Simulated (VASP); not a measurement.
Input of a VASP 6.6.1 run:

INCAR

```
SYSTEM = Ga
PREC = Accurate
ENCUT = 600
EDIFF = 1E-6
ISMEAR = 0
SIGMA = 0.05
LREAL = .False.
LASPH = .True.
NELM = 100
ALGO = Fast
ISIF = 4
LWAVE = .False.
LCHARG = .False.
GGA = PE
IBRION = 2
NSW = 60
EDIFFG = -0.01
```

The input KPOINTS:

```
regular mesh
0
Gamma
  10 10 10
  0 0 0
```

The input POSCAR:

```
Ga
1.0
    2.3242034645     -3.9167181725      0.0000000000
    2.3242034645      3.9167181725      0.0000000000
    0.0000000000      0.0000000000      4.6435021169
Ga
4
Direct
    0.8433069999      0.1566930001      0.0822993304
    0.6566930001      0.3433069999      0.5822993304
    0.1566930001      0.8433069999      0.9177006696
    0.3433069999      0.6566930001      0.4177006696
```

Potentials or basis: VASP PAW PBE potentials, release 64 (Ga_d).

Command:

```console
$ cat potpaw_PBE.64/Ga_d/POTCAR > POTCAR
$ mpirun -np 1 vasp_std > vasp.out
```

Task: Estimate the band gap on the k mesh.

Result: Zero (bands 26 and 27 overlap by 1.30 eV).

Forces in eV/Å, atoms in the order of the input:
```
Ga   0.000  0.004 -0.003
Ga   0.000 -0.004 -0.003
Ga   0.000 -0.004  0.003
Ga   0.000  0.004  0.003
```
